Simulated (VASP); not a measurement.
# Y2S (P4/mmm) in VASP: density of states with PBE

Aim: the density of states of Y2S with PBE.

Program: VASP 6.6.1. These are calculated values, not measurements. Logs are shortened: lines on timing, memory, paths and dates and some standing lists are left out, and cuts for length are marked.

## 1. The cell of the first run

The structure is tetragonal, space group P4/mmm (No. 123). The conventional cell has a = 4.594 Å, b = 4.594 Å, c = 3.500 Å, α = 90.00°, β = 90.00°, γ = 90.00°. Within 3.8 Å of Y (site symmetry mmm) lie 4 S at 2.89 Å and 6 Y at 3.25 to 3.50 Å. S (site symmetry 4/mmm) has 8 Y at 2.89 Å and 2 S at 3.50 Å within 3.8 Å.

## 2. Density of states, PBE

Contents of POSCAR:

```
Y2S
1.0
    4.5935044447      0.0000000000      0.0000000000
    0.0000000000      4.5935044447      0.0000000000
    0.0000000000      0.0000000000      3.5003359812
Y S
2 1
Direct
    0.0000000000      0.5000000000      0.0000000000
    0.5000000000      0.0000000000      0.0000000000
    0.5000000000      0.5000000000      0.5000000000
```

Contents of INCAR.step1:

```
SYSTEM = Y2S
PREC     = Accurate       ! precision mode
ENCUT    = 520            ! plane-wave cutoff, eV
EDIFF    = 1E-6           ! SCF threshold, eV
ISMEAR   = 0              ! smearing method
SIGMA    = 0.1            ! smearing width, eV
LREAL    = .FALSE.        ! projectors in reciprocal space
LASPH    = .TRUE.         ! aspherical terms in the spheres
NELM     = 100            ! most SCF steps
ALGO     = Normal         ! electronic algorithm
ISIF     = 2              ! what is computed and relaxed
LWAVE    = .FALSE.        ! write WAVECAR
LCHARG   = .TRUE.         ! write CHGCAR
LMAXMIX  = 4              ! l up to which the mixer works
GGA      = PE             ! functional
NBANDS   = 21             ! bands
```

Contents of KPOINTS.step1:

```
Automatic mesh
0
G
  10 10 14
  0 0 0
```

Contents of INCAR.step2:

```
SYSTEM = Y2S
PREC     = Accurate       ! precision mode
ENCUT    = 520            ! plane-wave cutoff, eV
EDIFF    = 1E-6           ! SCF threshold, eV
ISMEAR   = -5             ! smearing method
SIGMA    = 0.1            ! smearing width, eV
LREAL    = .FALSE.        ! projectors in reciprocal space
LASPH    = .TRUE.         ! aspherical terms in the spheres
NELM     = 100            ! most SCF steps
ALGO     = Normal         ! electronic algorithm
ISIF     = 2              ! what is computed and relaxed
LWAVE    = .FALSE.        ! write WAVECAR
LCHARG   = .FALSE.        ! write CHGCAR
LMAXMIX  = 4              ! l up to which the mixer works
GGA      = PE             ! functional
LORBIT   = 11             ! projections on sites
NEDOS    = 2001           ! points of the DOS
ICHARG   = 11             ! starting density
```

Contents of KPOINTS.step2:

```
Automatic mesh
0
G
  15 15 21
  0 0 0
```

Potentials or basis: VASP PAW PBE potentials, release 64 (Y_sv, S).

On the command line:

```console
> cat potpaw_PBE.64/Y_sv/POTCAR potpaw_PBE.64/S/POTCAR > POTCAR
> cp INCAR.step1 INCAR
> cp KPOINTS.step1 KPOINTS
> mpirun -np 1 vasp_std > vasp.out
> cp INCAR.step2 INCAR
> cp KPOINTS.step2 KPOINTS
> mpirun -np 1 vasp_std > vasp.out
```

OUTCAR:

```text
SYSTEM = Y2S
   PREC = Accurate
   ENCUT = 520
   EDIFF = 1E-6
   ISMEAR = -5
   LREAL = .FALSE.
   LASPH = .TRUE.
   NELM = 100
   ISIF = 2
   GGA = PE
   LORBIT = 11
   ICHARG = 11

 ion  position               nearest neighbor table
   1  0.000  0.500  0.000-   3 2.89   3 2.89   3 2.89   3 2.89   2 3.25   2 3.25   2 3.25   2 3.25

   2  0.500  0.000  0.000-   3 2.89   3 2.89   3 2.89   3 2.89   1 3.25   1 3.25   1 3.25   1 3.25

   3  0.500  0.500  0.500-   1 2.89   2 2.89   1 2.89   2 2.89   2 2.89   2 2.89   1 2.89   1 2.89

  LATTYP: Found a simple tetragonal cell.
 ALAT       =     4.5935044447
 C/A-ratio  =     0.7620186338

  Lattice vectors:

 A1 = (   4.5935044447,   0.0000000000,   0.0000000000)
 A2 = (   0.0000000000,   4.5935044447,   0.0000000000)
 A3 = (   0.0000000000,   0.0000000000,   3.5003359812)

Analysis of symmetry for initial positions (statically):
=====================================================================
 Subroutine PRICEL returns:
 Original cell was already a primitive cell.

 Routine SETGRP: Setting up the symmetry group for a
 simple tetragonal supercell.

 Subroutine GETGRP returns: Found 16 space group operations
 (whereof 16 operations were pure point group operations)
 out of a pool of 16 trial point group operations.

The static configuration has the point symmetry D_4h.

Analysis of symmetry for dynamics (positions and initial velocities):
=====================================================================
 Subroutine PRICEL returns:
 Original cell was already a primitive cell.

 Routine SETGRP: Setting up the symmetry group for a
 simple tetragonal supercell.

 Subroutine GETGRP returns: Found 16 space group operations
 (whereof 16 operations were pure point group operations)
 out of a pool of 16 trial point group operations.

The dynamic configuration has the point symmetry D_4h.

 Subroutine INISYM returns: Found 16 space group operations
 (whereof 16 operations are pure point group operations),
 and found     1 'primitive' translations

----------------------------------------------------------------------------------------

                                     Primitive cell

  volume of cell :      73.8581

  direct lattice vectors                    reciprocal lattice vectors
     4.593504445  0.000000000  0.000000000     0.217698712  0.000000000  0.000000000
     0.000000000  4.593504445  0.000000000     0.000000000  0.217698712  0.000000000
     0.000000000  0.000000000  3.500335981     0.000000000  0.000000000  0.285686861

  length of vectors
     4.593504445  4.593504445  3.500335981     0.217698712  0.217698712  0.285686861

  position of ions in fractional coordinates (direct lattice)
     0.000000000  0.500000000  0.000000000
     0.500000000  0.000000000  0.000000000
     0.500000000  0.500000000  0.500000000

  ion indices of the primitive-cell ions
   primitive index   ion index
                 1           1
                 2           2
                 3           3

----------------------------------------------------------------------------------------

 KPOINTS: Automatic mesh

Automatic generation of k-mesh.
 Grid dimensions read from file:
 generate k-points for:   15   15   21

 Generating k-lattice:

  Cartesian coordinates                     Fractional coordinates (reciprocal lattice)
     0.014513247  0.000000000  0.000000000     0.066666667  0.000000000  0.000000000
     0.000000000  0.014513247  0.000000000     0.000000000  0.066666667  0.000000000
     0.000000000  0.000000000  0.013604136     0.000000000  0.000000000  0.047619048

  Length of vectors
     0.014513247  0.014513247  0.013604136

  Shift w.r.t. Gamma in fractional coordinates (k-lattice)
     0.000000000  0.000000000  0.000000000

 TETIRR: Found   7051 inequivalent tetrahedra from    28350

 Subroutine IBZKPT returns following result:
 ===========================================

 Found    396 irreducible k-points:

 Following reciprocal coordinates:
            Coordinates               Weight
  0.000000  0.000000  0.000000      1.000000
  0.066667  0.000000  0.000000      4.000000
  0.133333  0.000000  0.000000      4.000000
  0.200000  0.000000  0.000000      4.000000
  0.266667  0.000000  0.000000      4.000000
  0.333333  0.000000  0.000000      4.000000
[... 16 lines left out ...]
  0.266667  0.200000  0.000000      8.000000
  0.333333  0.200000  0.000000      8.000000
 [... further k-points ...]
   k-points           NKPTS =    396   k-points in BZ     NKDIM =    396   number of bands    NBANDS=     18
   number of dos      NEDOS =   2001   number of ions     NIONS =      3
   total plane-waves  NPLWV =  36288
   dimension x,y,z NGX =    36 NGY =   36 NGZ =   28
   dimension x,y,z NGXF=    72 NGYF=   72 NGZF=   56
   ions per type =               2   1
   NGX,Y,Z   is equivalent  to a cutoff of  13.03, 13.03, 13.30 a.u.
   NGXF,Y,Z  is equivalent  to a cutoff of  26.06, 26.06, 26.60 a.u.
 SYSTEM =  Y2S
   PREC   = accura    normal or accurate (medium, high low for compatibility)
   ISTART =      0    job   : 0-new  1-cont  2-samecut
   ICHARG =     11    charge: 1-file 2-atom 10-const
   ISPIN  =      1    spin polarized calculation?
   LNONCOLLINEAR =      F non collinear calculations
   LSORBIT =      F    spin-orbit coupling
   LASPH  =      T    aspherical Exc in radial PAW
   ENCUT  =  520.0 eV  38.22 Ry    6.18 a.u.   8.54  8.54  6.51*2*pi/ulx,y,z
   NELM   =    100;   NELMIN=  2; NELMDL=  0     # of ELM steps
   EDIFF  = 0.1E-05   stopping-criterion for ELM
   LREAL  =      F    real-space projection
   EDIFFG = 0.1E-04   stopping-criterion for IOM
   NSW    =      0    number of steps for IOM
   IBRION =     -1    ionic relax: 0-MD 1-quasi-New 2-CG
   NFREE  =      0    steps in history (QN), initial steepest desc. (CG)
   ISIF   =      2    stress and relaxation
   ISYM   =      2    0-nonsym 1-usesym 2-fastsym
   POTIM  = 0.5000    time-step for ionic-motion
   TEBEG  =    0.0;   TEEND  =   0.0 temperature during run
   PSTRESS=    0.0 pullay stress
   NELECT =      28.0000    total number of electrons
   NUPDOWN=      -1.0000    fix difference up-down
   EMIN   =  10.00;   EMAX   =-10.00  energy-range for DOS
   EFERMI =   0.00;   METHOD = LEGACY
   ISMEAR =    -5;   SIGMA  =   0.10  broadening in eV -4-tet -1-fermi 0-gaus
   EFERMI_NEDOS =   21; number of points for ismear=-14 and -15
   IALGO  =     38    algorithm
   IMIX   =      4    mixing-type and parameters
     AMIX     =   0.40;   BMIX     =  1.00
     AMIX_MAG =   1.60;   BMIX_MAG =  1.00
  volume/ion in A,a.u.               =      24.62       166.14
  Fermi-wavevector in a.u.,A,eV,Ry     =   1.184845  2.239032 19.100640  1.403857
  Thomas-Fermi vector in A             =   2.321051
   LORBIT       =     11    0 simple, 1 ext, 2 COOP (PROOUT), +10 PAW based schemes
   GGA     = PE    functional components
   LHFCALC =     F    Hartree Fock is set to
   AEXX    =    0.0000 exact exchange contribution
   IVDW    =     0    specifies the selected vdW correction
   LEPSILON=     F    determine dielectric tensor
   LRPA    =     F    only Hartree local field effects (RPA)
 non-spin polarized calculation
 Fermi weights with tetrahedron method with Bloechl corrections
  energy-cutoff  :      520.00
  volume of cell :       73.86
 maximum number of plane-waves:      2008
 NGX is ok and might be reduce to    36

 number of electron      28.0000000 magnetization

 Free energy of the ion-electron system (eV)
  ---------------------------------------------------
  ext. energy  EPLUGINS =         0.00000000
  ---------------------------------------------------
  free energy    TOTEN  =       -19.66716971 eV

  energy without entropy =      -19.66716971  energy(sigma->0) =      -19.66716971

 E-fermi :   5.0394     XC(G=0): -10.0248

 val. band max:        5.0565332627   @ k =   0.4667   0.2000   0.1429
 cond. band min:       5.0119200231   @ k =   0.3333   0.0000   0.1429
 fundamental gap:     -0.0446132396
 Fermi energy:         5.0394453626

 k-point     1 :       0.0000    0.0000    0.0000
  band No.  band energies     occupation
      1     -37.9013      2.00000
      2     -37.7562      2.00000
      3     -18.2099      2.00000
      4     -18.2099      2.00000
      5     -17.8452      2.00000
      6     -17.6843      2.00000
[... 10 lines left out ...]
     17       6.6229      0.00000
     18       6.6382      0.00000

 k-point     2 :       0.0667    0.0000    0.0000
  band No.  band energies     occupation
      1     -37.8997      2.00000
      2     -37.7577      2.00000
      3     -18.2061      2.00000
      4     -18.2035      2.00000
      5     -17.8433      2.00000
      6     -17.6859      2.00000
[... 10 lines left out ...]
     17       6.6397      0.00000
     18       6.7048      0.00000

 k-point     3 :       0.1333    0.0000    0.0000
  band No.  band energies     occupation
      1     -37.8949      2.00000
      2     -37.7624      2.00000
      3     -18.1951      2.00000
      4     -18.1848      2.00000
      5     -17.8379      2.00000
      6     -17.6909      2.00000
[... 10 lines left out ...]
     17       6.6885      0.00000
     18       6.9020      0.00000

 k-point     4 :       0.2000    0.0000    0.0000
  band No.  band energies     occupation
      1     -37.8873      2.00000
      2     -37.7699      2.00000
      3     -18.1768      2.00000
      4     -18.1548      2.00000
      5     -17.8291      2.00000
      6     -17.6989      2.00000
[... 375 lines left out ...]
      4     -17.9734      2.00000
      5     -17.8158      2.00000
      6     -17.7914      2.00000
[... 10 lines left out ...]
     17       7.2614      0.00000
     18       7.3827      0.00000

 k-point    23 :       0.2667    0.2000    0.0000
  band No.  band energies     occupation
      1     -37.8674      2.00000
      2     -37.7889      2.00000
      3     -18.3124      2.00000
      4     -17.9049      2.00000
      5     -17.8628      2.00000
      6     -17.8062      2.00000
[... 10 lines left out ...]
     17       7.3319      0.00000
     18       7.6161      0.00000

 k-point    24 :       0.3333    0.2000    0.0000
  band No.  band energies     occupation
      1     -37.8574      2.00000
      2     -37.7987      2.00000
      3     -18.3236      2.00000
      4     -17.9266      2.00000
      5     -17.8391      2.00000
      6     -17.7947      2.00000
[... 10 lines left out ...]
     17       7.3482      0.00000
     18       7.5996      0.00000

 [... further k-points ...]
[... 5 lines left out ...]
  --------------------------------------------------------------------------------------
  -------------------------------------------------------------------------------------
  Total       -0.0827321     -0.0827321      0.1293023      0.0000000     -0.0000000      0.0000000
  in kB       -1.7946779     -1.7946779      2.8049099      0.0000000     -0.0000000      0.0000000
  external PRESSURE =      -0.2614820 kB  Pullay stress =       0.0000000 kB

 VOLUME and BASIS-vectors are now :
 -----------------------------------------------------------------------------
  energy-cutoff  :      520.00
  volume of cell :       73.86
      direct lattice vectors                 reciprocal lattice vectors
     4.593504445  0.000000000  0.000000000     0.217698712  0.000000000  0.000000000
     0.000000000  4.593504445  0.000000000     0.000000000  0.217698712  0.000000000
     0.000000000  0.000000000  3.500335981     0.000000000  0.000000000  0.285686861

 POSITION                                       TOTAL-FORCE (eV/Angst)
 -----------------------------------------------------------------------------------
      0.00000      2.29675      0.00000         0.000000      0.000000      0.000000
      2.29675      0.00000      0.00000         0.000000      0.000000      0.000000
      2.29675      2.29675      1.75017         0.000000      0.000000      0.000000
 -----------------------------------------------------------------------------------
    total drift:                                0.000000      0.000000     -0.000000

  FREE ENERGIE OF THE ION-ELECTRON SYSTEM (eV)
  ---------------------------------------------------
  free  energy   TOTEN  =       -19.6671697097 eV

  energy  without entropy=      -19.6671697097  energy(sigma->0) =      -19.66716971

 total charge

# of ion       s       p       d       f       tot
--------------------------------------------------
    1        2.208   6.218   1.155   0.030   9.610
    2        2.208   6.218   1.155   0.030   9.610
    3        1.312   2.420   0.000   0.000   3.732
--------------------------------------------------
tot          5.727  14.856   2.309   0.060  22.953
```

Run time: 4.5 min. Hardware: 1 thread of AMD EPYC 9R45 (Zen 5), shared host; peak memory 0.58 GiB.

Results:

| Item | Value |
| --- | --- |
| Valence electrons inside the program's atomic spheres | Y 9.61; S 3.73 |

Levels at points of the mesh, in eV from the Fermi level:
| k point | band 10 | band 11 | band 12 | band 13 | band 14 | band 15 | band 16 | band 17 | band 18 |
| --- | --- | --- | --- | --- | --- | --- | --- | --- | --- |
| (0.00, 0.00, 0.00) | -4.27 | -4.27 | -3.06 | -3.05 | -1.36 | -1.04 | -0.47 | 1.58 | 1.60 |

Caveat: tetrahedron occupations give inexact forces and stress in metals.
